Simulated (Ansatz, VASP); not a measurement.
# Two plane-wave programs on Re

```xyz
1
Lattice="0.0000 1.9784 1.9784 1.9784 0.0000 1.9784 1.9784 1.9784 0.0000" Properties=species:S:1:pos:R:3 pbc="T T T"
Re    0.0000    0.0000    0.0000
```

Alike in both runs: task single point; functional PBE; k mesh 10 × 10 × 10; occupations gaussian, width 0.15 eV; no spin polarisation.

|  | VASP | Ansatz |
| --- | --- | --- |
| version | VASP 6.6.1 | Ansatz 0.2.0 |
| potentials or method | VASP PAW PBE potentials, release 64 (Re), cutoff 520 eV | scalar-relativistic, plane waves, PAW |
| valence electrons in the cell | 7 | 15 |

```tsv
	VASP	Ansatz	Ansatz less VASP
gap on the k mesh at the Fermi level (eV)	none	none	-
pressure (GPa)	-11.6	-10.9	+0.67
```

A gap of «none» marks a metal or a gap that the smearing closes. VASP's potentials hold 7 valence electrons a cell and Ansatz's 15, so a difference there can come from the potentials and not from the codes.

Spin-orbit coupling is off throughout.
